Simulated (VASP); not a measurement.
CuI (Marshite):

```xyz
2
Lattice="0.0000 3.0120 3.0120 3.0120 0.0000 3.0120 3.0120 3.0120 0.0000" Properties=species:S:1:pos:R:3 pbc="T T T"
Cu    1.5060    1.5060    1.5060
I     0.0000    0.0000    0.0000
```

Base run:

| Item | Value |
| --- | --- |
| Program | VASP 6.6.1 |
| Functional | r2SCAN |
| Potentials or basis | VASP PAW PBE potentials, release 64 (Cu, I) |
| Cutoff | 520 eV |
| k mesh | 6 × 6 × 6 |
| Occupations | gaussian, width 0.01 eV |
| Spin | no spin polarisation |

Its results: band gap on the k mesh 1.67 eV, direct; pressure -0.1 GPa.

Problem. The run is repeated on the same cell with these changes: functional from r2SCAN to PBEsol. What comes out?

Solution. Band gap on the k mesh 1.08 eV, direct; pressure -1.4 GPa.

r2SCAN gives the wider gap, since meta-GGAs in the generalised Kohn-Sham scheme recover part of the derivative discontinuity.

Caveats: the PAW data sets were made with another functional, which shifts forces and pressure a little; spin-orbit coupling is left out, which moves the levels of the heavy elements.

